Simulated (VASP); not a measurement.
Runs of VASP 6.6.1 on CdF2 (fluorite type). The structure is that of space group Fm-3m (No. 225), or close to it. The cells are those of the table. 

```csv
task,cell,cutoff (eV),gap on the mesh (eV),pressure (GPa)
single point,"a = 3.876, b = 3.876, c = 3.837 Å, angles 60.3, 60.3, 60.7°, 3 atoms",520,2.90,(a)
single point,"a = 3.891, b = 3.891, c = 3.847 Å, angles 60.4, 60.4, 59.3°, 3 atoms",520,2.88,0.5
electric field gradients,"a = 3.891, b = 3.891, c = 3.847 Å, angles 60.4, 60.4, 59.3°, 3 atoms",520,2.88,0.5
single point,"a = 3.876 Å, angles 60.0°, 3 atoms",520,2.91,0.5
relaxation of cell and atoms,"relaxed from a = 3.614 Å, angles 60.0°, 3 atoms",600,2.89,0.0
```

Alike in all rows: level PBE; potentials or basis VASP PAW PBE potentials, release 64 (Cd, F); no spin polarisation; k mesh 11 × 11 × 11; smearing fermi-dirac 0.05 eV.

**Question.** Estimate the missing entries.

**Answer.** (a) 0.6.

Caveats: an odd mesh through Γ misses points on the zone boundary, where band edges can lie (at least some runs).

A k mesh can miss the band edges, and the runs leave out spin-orbit coupling on Cd.
